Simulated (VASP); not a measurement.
# BaTiO3 (P1) in VASP: single point with PBE

Aim: the single point of BaTiO3 with PBE.

Program: VASP 6.6.1. These are calculated values, not measurements. Logs are shortened: lines on timing, memory, paths and dates and some standing lists are left out, and cuts for length are marked.

## 1. The cell of the first run

The typed cell holds 5 atoms: a = 4.019 Å, b = 4.019 Å, c = 4.019 Å, α = 90.00°, β = 90.00°, γ = 90.00°.

## 2. Single point, PBE (atoms moved at random)

Input file INCAR:

```
SYSTEM = BaTiO3
PREC = Accurate
ENCUT = 520
EDIFF = 1E-6
ISMEAR = 0
SIGMA = 0.05
LREAL = .FALSE.
LASPH = .TRUE.
NELM = 60
ALGO = Normal
ISIF = 2
LWAVE = .FALSE.
LCHARG = .FALSE.
GGA = PE
NBANDS = 28
```

Input file KPOINTS:

```
Automatic mesh
0
G
  8 8 8
  0 0 0
```

Input file POSCAR:

```
BaTiO3
1.0
    4.0192318613      0.0000000000      0.0000000000
    0.0000000000      4.0192318613      0.0000000000
    0.0000000000      0.0000000000      4.0192813205
Ba Ti O
1 1 3
Direct
    0.0037468960      0.0063069438      0.0086180302
    0.5036114246      0.5121362293      0.5007916380
    0.4775501147      0.4930807627     -0.0063606123
    0.5230689195     -0.0014145000      0.4948519365
   -0.0079773548      0.4898905641      0.5020990075
```

Potentials or basis: VASP PAW PBE potentials, release 64 (Ba_sv, Ti_sv, O).

Command:

```console
cat potpaw_PBE.64/Ba_sv/POTCAR potpaw_PBE.64/Ti_sv/POTCAR potpaw_PBE.64/O/POTCAR > POTCAR
mpirun -np 1 vasp_std > vasp.out
```

OUTCAR:

```text
SYSTEM = BaTiO3
   PREC = Accurate
   ENCUT = 520
   EDIFF = 1E-6
   ISMEAR = 0
   LREAL = .FALSE.
   LASPH = .TRUE.
   NELM = 60
   ISIF = 2
   GGA = PE

 ion  position               nearest neighbor table
   1  0.004  0.006  0.009-   3 2.73   4 2.75   5 2.78   3 2.81   5 2.82   4 2.83   4 2.86   5 2.87
                             3 2.88   5 2.91   4 2.94   3 2.95   2 3.45   2 3.45   2 3.48   2 3.48
   2  0.504  0.512  0.501-   4 1.96   5 1.97   3 1.99   3 2.04   5 2.06   4 2.07   1 3.45   1 3.45
                             1 3.48   1 3.48   1 3.49   1 3.49   1 3.51   1 3.51
   3  0.478  0.493  0.994-   2 1.99   2 2.04   1 2.73   1 2.81   1 2.88   1 2.95
   4  0.523  0.999  0.495-   2 1.96   2 2.07   1 2.75   1 2.83   1 2.86   1 2.94
   5  0.992  0.490  0.502-   2 1.97   2 2.06   1 2.78   1 2.82   1 2.87   1 2.91

  LATTYP: Found a simple tetragonal cell.
 ALAT       =     4.0192318613
 C/A-ratio  =     1.0000123056

  Lattice vectors:

 A1 = (   4.0192318613,   0.0000000000,   0.0000000000)
 A2 = (   0.0000000000,   4.0192318613,   0.0000000000)
 A3 = (   0.0000000000,   0.0000000000,   4.0192813205)

Analysis of symmetry for initial positions (statically):
=====================================================================
 Subroutine PRICEL returns:
 Original cell was already a primitive cell.

 Routine SETGRP: Setting up the symmetry group for a
 simple tetragonal supercell.

 Subroutine GETGRP returns: Found  1 space group operations
 (whereof  1 operations were pure point group operations)
 out of a pool of 16 trial point group operations.

The static configuration has the point symmetry C_1 .

Analysis of symmetry for dynamics (positions and initial velocities):
=====================================================================
 Subroutine PRICEL returns:
 Original cell was already a primitive cell.

 Routine SETGRP: Setting up the symmetry group for a
 simple tetragonal supercell.

 Subroutine GETGRP returns: Found  1 space group operations
 (whereof  1 operations were pure point group operations)
 out of a pool of 16 trial point group operations.

The dynamic configuration has the point symmetry C_1 .

 Subroutine INISYM returns: Found  1 space group operations
 (whereof  1 operations are pure point group operations),
 and found     1 'primitive' translations

----------------------------------------------------------------------------------------

                                     Primitive cell

  volume of cell :      64.9284

  direct lattice vectors                    reciprocal lattice vectors
     4.019231861  0.000000000  0.000000000     0.248803760  0.000000000  0.000000000
     0.000000000  4.019231861  0.000000000     0.000000000  0.248803760  0.000000000
     0.000000000  0.000000000  4.019281321     0.000000000  0.000000000  0.248800698

  length of vectors
     4.019231861  4.019231861  4.019281321     0.248803760  0.248803760  0.248800698

  position of ions in fractional coordinates (direct lattice)
     0.003746896  0.006306944  0.008618030
     0.503611425  0.512136229  0.500791638
     0.477550115  0.493080763  0.993639388
     0.523068919  0.998585500  0.494851936
     0.992022645  0.489890564  0.502099007

  ion indices of the primitive-cell ions
   primitive index   ion index
                 1           1
                 2           2
                 3           3
                 4           4
                 5           5

----------------------------------------------------------------------------------------

 KPOINTS: Automatic mesh

Automatic generation of k-mesh.
 Grid dimensions read from file:
 generate k-points for:    8    8    8

 Generating k-lattice:

  Cartesian coordinates                     Fractional coordinates (reciprocal lattice)
     0.031100470  0.000000000  0.000000000     0.125000000  0.000000000  0.000000000
     0.000000000  0.031100470  0.000000000     0.000000000  0.125000000  0.000000000
     0.000000000  0.000000000  0.031100087     0.000000000  0.000000000  0.125000000

  Length of vectors
     0.031100470  0.031100470  0.031100087

  Shift w.r.t. Gamma in fractional coordinates (k-lattice)
     0.000000000  0.000000000  0.000000000

 Subroutine IBZKPT returns following result:
 ===========================================

 Found    260 irreducible k-points:

 Following reciprocal coordinates:
            Coordinates               Weight
  0.000000  0.000000  0.000000      1.000000
  0.125000  0.000000  0.000000      2.000000
  0.000000  0.125000  0.000000      2.000000
  0.250000  0.000000  0.000000      2.000000
  0.000000  0.250000  0.000000      2.000000
  0.375000  0.000000  0.000000      2.000000
[... 16 lines left out ...]
 -0.250000  0.250000  0.000000      2.000000
  0.375000  0.250000  0.000000      2.000000
 [... further k-points ...]
   k-points           NKPTS =    260   k-points in BZ     NKDIM =    260   number of bands    NBANDS=     28
   number of dos      NEDOS =    301   number of ions     NIONS =      5
   total plane-waves  NPLWV =  27000
   dimension x,y,z NGX =    30 NGY =   30 NGZ =   30
   dimension x,y,z NGXF=    60 NGYF=   60 NGZF=   60
   ions per type =               1   1   3
   NGX,Y,Z   is equivalent  to a cutoff of  12.41, 12.41, 12.41 a.u.
   NGXF,Y,Z  is equivalent  to a cutoff of  24.82, 24.82, 24.82 a.u.
 SYSTEM =  BaTiO3
   PREC   = accura    normal or accurate (medium, high low for compatibility)
   ISTART =      0    job   : 0-new  1-cont  2-samecut
   ICHARG =      2    charge: 1-file 2-atom 10-const
   ISPIN  =      1    spin polarized calculation?
   LNONCOLLINEAR =      F non collinear calculations
   LSORBIT =      F    spin-orbit coupling
   LASPH  =      T    aspherical Exc in radial PAW
   ENCUT  =  520.0 eV  38.22 Ry    6.18 a.u.   7.47  7.47  7.47*2*pi/ulx,y,z
   NELM   =     60;   NELMIN=  2; NELMDL= -5     # of ELM steps
   EDIFF  = 0.1E-05   stopping-criterion for ELM
   LREAL  =      F    real-space projection
   EDIFFG = 0.1E-04   stopping-criterion for IOM
   NSW    =      0    number of steps for IOM
   IBRION =     -1    ionic relax: 0-MD 1-quasi-New 2-CG
   NFREE  =      0    steps in history (QN), initial steepest desc. (CG)
   ISIF   =      2    stress and relaxation
   ISYM   =      2    0-nonsym 1-usesym 2-fastsym
   POTIM  = 0.5000    time-step for ionic-motion
   TEBEG  =    0.0;   TEEND  =   0.0 temperature during run
   PSTRESS=    0.0 pullay stress
   NELECT =      40.0000    total number of electrons
   NUPDOWN=      -1.0000    fix difference up-down
   EMIN   =  10.00;   EMAX   =-10.00  energy-range for DOS
   EFERMI =   0.00;   METHOD = LEGACY
   ISMEAR =     0;   SIGMA  =   0.05  broadening in eV -4-tet -1-fermi 0-gaus
   EFERMI_NEDOS =   21; number of points for ismear=-14 and -15
   IALGO  =     38    algorithm
   IMIX   =      4    mixing-type and parameters
     AMIX     =   0.40;   BMIX     =  1.00
     AMIX_MAG =   1.60;   BMIX_MAG =  1.00
  volume/ion in A,a.u.               =      12.99        87.63
  Fermi-wavevector in a.u.,A,eV,Ry     =   1.392996  2.632381 26.401274  1.940439
  Thomas-Fermi vector in A             =   2.516685
   LORBIT       =      0    0 simple, 1 ext, 2 COOP (PROOUT), +10 PAW based schemes
   GGA     = PE    functional components
   LHFCALC =     F    Hartree Fock is set to
   AEXX    =    0.0000 exact exchange contribution
   IVDW    =     0    specifies the selected vdW correction
   LEPSILON=     F    determine dielectric tensor
   LRPA    =     F    only Hartree local field effects (RPA)
 non-spin polarized calculation
 Gauss-broadening in eV      SIGMA  =   0.05
  energy-cutoff  :      520.00
  volume of cell :       64.93
 maximum number of plane-waves:      1775
 NGX is ok and might be reduce to    30
   NGX = 15   NGY = 15   NGZ = 15

 number of electron      40.0000013 magnetization

 Free energy of the ion-electron system (eV)
  ---------------------------------------------------
  ext. energy  EPLUGINS =         0.00000000
  ---------------------------------------------------
  free energy    TOTEN  =       -39.92844243 eV

  energy without entropy =      -39.92844243  energy(sigma->0) =      -39.92844243

 E-fermi :   3.9872     XC(G=0): -11.1912

 val. band max:        3.7328638356   @ k =   0.5000   0.5000   0.5000
 cond. band min:       5.5078529248   @ k =   0.0000   0.0000   0.0000
 fundamental gap:      1.7749890891
 Fermi energy:         3.9871581851

 k-point     1 :       0.0000    0.0000    0.0000
  band No.  band energies     occupation
      1     -52.9301      2.00000
      2     -29.1414      2.00000
      3     -29.1383      2.00000
      4     -29.1355      2.00000
      5     -21.0942      2.00000
      6     -13.1304      2.00000
[... 20 lines left out ...]
     27       8.8177      0.00000
     28      10.9401      0.00000

 k-point     2 :       0.1250    0.0000    0.0000
  band No.  band energies     occupation
      1     -52.9300      2.00000
      2     -29.1453      2.00000
      3     -29.1411      2.00000
      4     -29.1356      2.00000
      5     -21.0781      2.00000
      6     -13.1369      2.00000
[... 20 lines left out ...]
     27       9.1538      0.00000
     28      11.3097      0.00000

 k-point     3 :       0.0000    0.1250    0.0000
  band No.  band energies     occupation
      1     -52.9300      2.00000
      2     -29.1486      2.00000
      3     -29.1381      2.00000
      4     -29.1353      2.00000
      5     -21.0781      2.00000
      6     -13.1351      2.00000
[... 20 lines left out ...]
     27       9.1063      0.00000
     28      11.3138      0.00000

 k-point     4 :       0.2500    0.0000    0.0000
  band No.  band energies     occupation
      1     -52.9297      2.00000
      2     -29.1625      2.00000
      3     -29.1404      2.00000
      4     -29.1350      2.00000
      5     -21.0388      2.00000
      6     -13.1951      2.00000
[... 578 lines left out ...]
     27      10.9654      0.00000
     28      12.2073      0.00000

 k-point    23 :      -0.2500    0.2500    0.0000
  band No.  band energies     occupation
      1     -52.9292      2.00000
      2     -29.1647      2.00000
      3     -29.1613      2.00000
      4     -29.1341      2.00000
      5     -20.9926      2.00000
      6     -13.0879      2.00000
[... 20 lines left out ...]
     27      10.9055      0.00000
     28      12.2628      0.00000

 k-point    24 :       0.3750    0.2500    0.0000
  band No.  band energies     occupation
      1     -52.9289      2.00000
      2     -29.1783      2.00000
      3     -29.1637      2.00000
      4     -29.1334      2.00000
      5     -20.9593      2.00000
      6     -13.0760      2.00000
[... 20 lines left out ...]
     27      11.9121      0.00000
     28      12.3011      0.00000

 [... further k-points ...]

------------------------ aborting loop because EDIFF is reached ----------------------------------------

  FORCE on cell =-STRESS in cart. coord.  units (eV):
  Direction    XX          YY          ZZ          XY          YZ          ZX
  --------------------------------------------------------------------------------------
  -------------------------------------------------------------------------------------
  Total        0.9385613      0.9913647      0.7166138      0.0637317      0.0459961     -0.0280830
  in kB       23.1600086     24.4629883     17.6832152      1.5726469      1.1350022     -0.6929785
  external PRESSURE =      21.7687374 kB  Pullay stress =       0.0000000 kB

 VOLUME and BASIS-vectors are now :
 -----------------------------------------------------------------------------
  energy-cutoff  :      520.00
  volume of cell :       64.93
      direct lattice vectors                 reciprocal lattice vectors
     4.019231861  0.000000000  0.000000000     0.248803760  0.000000000  0.000000000
     0.000000000  4.019231861  0.000000000     0.000000000  0.248803760  0.000000000
     0.000000000  0.000000000  4.019281321     0.000000000  0.000000000  0.248800698

 POSITION                                       TOTAL-FORCE (eV/Angst)
 -----------------------------------------------------------------------------------
      0.01506      0.02535      0.03464        -0.083589     -0.072467     -0.254924
      2.02413      2.05839      2.01282         0.232155      0.076619      0.247974
      1.91938      1.98181      3.99372         0.336198      0.221547      0.087192
      2.10234      4.01355      1.98895        -0.588403     -0.503103      0.033491
      3.98717      1.96898      2.01808         0.103639      0.277403     -0.113733
 -----------------------------------------------------------------------------------
    total drift:                               -0.000363     -0.000348     -0.000257

  FREE ENERGIE OF THE ION-ELECTRON SYSTEM (eV)
  ---------------------------------------------------
  free  energy   TOTEN  =       -39.9284424259 eV

  energy  without entropy=      -39.9284424259  energy(sigma->0) =      -39.92844243
```

It took 9.5 min on 1 thread of Oxide Virtual Turin-like, shared host; peak memory 0.49 GiB.

What came out:

```
Free energy            : -39.9284 eV
Pressure               : 2.2 GPa
Largest force          : 0.775 eV/Å
Band gap on the k mesh : 1.77 eV (least direct gap 1.97 eV)
```

Forces in eV/Å, atoms in the order of the input:
```
Ba  -0.084 -0.072 -0.255
Ti   0.232  0.077  0.248
O    0.336  0.222  0.087
O   -0.588 -0.503  0.033
O    0.104  0.277 -0.114
```

Stress tensor (GPa, compression positive):
```
 2.32  0.16 -0.07
 0.16  2.45  0.11
-0.07  0.11  1.77
```

Levels at points of the mesh, in eV from the valence-band top:
| k point | band 16 | band 17 | band 18 | band 19 | band 20 | band 21 | band 22 | band 23 | band 24 | band 25 |
| --- | --- | --- | --- | --- | --- | --- | --- | --- | --- | --- |
| (0.00, 0.00, 0.00) | -1.11 | -1.09 | -0.32 | -0.27 | -0.19 | 1.78 | 1.90 | 1.96 | 3.90 | 3.90 |
| (0.50, 0.00, 0.00) | -1.92 | -1.82 | -1.76 | -0.77 | -0.72 | 1.98 | 3.45 | 3.47 | 3.90 | 5.80 |
| (0.00, 0.50, 0.00) | -1.93 | -1.81 | -1.61 | -0.78 | -0.72 | 2.00 | 3.42 | 3.45 | 3.90 | 5.83 |
| (0.50, 0.50, 0.00) | -2.66 | -1.66 | -0.88 | -0.85 | -0.08 | 3.45 | 3.50 | 3.83 | 4.69 | 7.49 |
| (0.00, 0.00, 0.50) | -1.94 | -1.78 | -1.68 | -0.80 | -0.71 | 2.01 | 3.37 | 3.44 | 3.89 | 5.73 |
| (0.50, 0.00, 0.50) | -2.62 | -1.64 | -0.90 | -0.90 | -0.08 | 3.43 | 3.46 | 3.83 | 4.65 | 7.44 |
| (0.00, 0.50, 0.50) | -2.60 | -1.69 | -0.88 | -0.86 | -0.10 | 3.42 | 3.46 | 3.85 | 4.67 | 7.43 |
| (0.50, 0.50, 0.50) | -2.39 | -2.36 | -0.04 | 0.00 | 0.00 | 4.05 | 4.06 | 4.08 | 6.52 | 6.65 |

Caveat: the cell differs from its parent crystal (atoms moved at random); spin-orbit coupling is left out, which moves the levels of the heavy elements. A k mesh can miss the band edges.
